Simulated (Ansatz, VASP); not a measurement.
Mg2Ge3: VASP beside Ansatz

INCAR

```
SYSTEM = Mg2Ge3
PREC = Accurate
ENCUT = 600
EDIFF = 1E-6
ISMEAR = 0
SIGMA = 0.1
LREAL = .False.
LASPH = .True.
NELM = 100
ALGO = Normal
ISIF = 3
LWAVE = .False.
LCHARG = .False.
GGA = PE
IBRION = 2
NSW = 90
EDIFFG = -0.04
```

Contents of KPOINTS:

```
regular mesh
0
Gamma
  4 4 4
  0 0 0
```

POSCAR

```
Mg2Ge3
1.0
   -3.9191835900      3.9191835900      3.9191835900
    3.9191835900     -3.9191835900      3.9191835900
    3.9191835900      3.9191835900     -3.9191835900
Mg Ge
4 6
Direct
    0.0000000000      0.2500000000      0.5000000000
    0.2500000000      0.2500000000      0.2500000000
    0.2500000000      0.5000000000      0.0000000000
    0.5000000000      0.0000000000      0.2500000000
    0.6250000000      0.2500000000      0.8750000000
    0.8750000000      0.6250000000      0.2500000000
    0.7500000000      0.6250000000      0.8750000000
    0.2500000000      0.8750000000      0.6250000000
    0.8750000000      0.7500000000      0.6250000000
    0.6250000000      0.8750000000      0.7500000000
```

Input for Ansatz:

```yaml
crystal:
  lattice:
    - [-3.91918359, 3.91918359, 3.91918359]
    - [3.91918359, -3.91918359, 3.91918359]
    - [3.91918359, 3.91918359, -3.91918359]
  atoms:
    - { symbol: Mg, position: [0.0, 0.25, 0.5] }
    - { symbol: Mg, position: [0.25, 0.25, 0.25] }
    - { symbol: Mg, position: [0.25, 0.5, 0.0] }
    - { symbol: Mg, position: [0.5, 0.0, 0.25] }
    - { symbol: Ge, position: [0.625, 0.25, 0.875] }
    - { symbol: Ge, position: [0.875, 0.625, 0.25] }
    - { symbol: Ge, position: [0.75, 0.625, 0.875] }
    - { symbol: Ge, position: [0.25, 0.875, 0.625] }
    - { symbol: Ge, position: [0.875, 0.75, 0.625] }
    - { symbol: Ge, position: [0.625, 0.875, 0.75] }
basis:
  ecutwfc: 420
kpoints:
  mp_grid: { grid: [4, 4, 4] }
hamiltonian:
  xc: pbe
scf:
  occupations: { method: gaussian, width: 0.1 }
  lower_state_search: "off"
output:
  forces: true
  stress: true
  eigenvalues: true
relax:
  adjacent_minimum: "off"
  f_tol: 0.04
  max_steps: 70
  cell: { stress_tol: 0.4 }
```

Alike in both runs: task relaxation of cell and atoms; functional PBE; k mesh 4 × 4 × 4; occupations gaussian, width 0.1 eV; no spin polarisation.

|  | VASP | Ansatz |
| --- | --- | --- |
| version | VASP 6.6.1 | Ansatz 0.2.0 |
| potentials or method | VASP PAW PBE potentials, release 64 (Mg, Ge_d), cutoff 600 eV | scalar-relativistic, plane waves, PAW |
| valence electrons in the cell | 92 | 124 |

|  | VASP | Ansatz | Ansatz less VASP |
| --- | --- | --- | --- |
| gap on the k mesh at the Fermi level, each at its own relaxed structure (eV) | none | none | - |
| relaxed volume (Å³/atom) | 28.71 | 28.76 | +0.049 |
| relaxed length of the cell vector where the two differ most in proportion (Å) | 7.198 | 7.202 | +0.0041 |

A gap of «none» marks a metal or a gap that the smearing closes. VASP's potentials hold 92 valence electrons a cell and Ansatz's 124, so a difference there can come from the potentials and not from the codes.

Noted on VASP's run: the volume moved by over 15 % at a fixed basis, so the end points are rough.
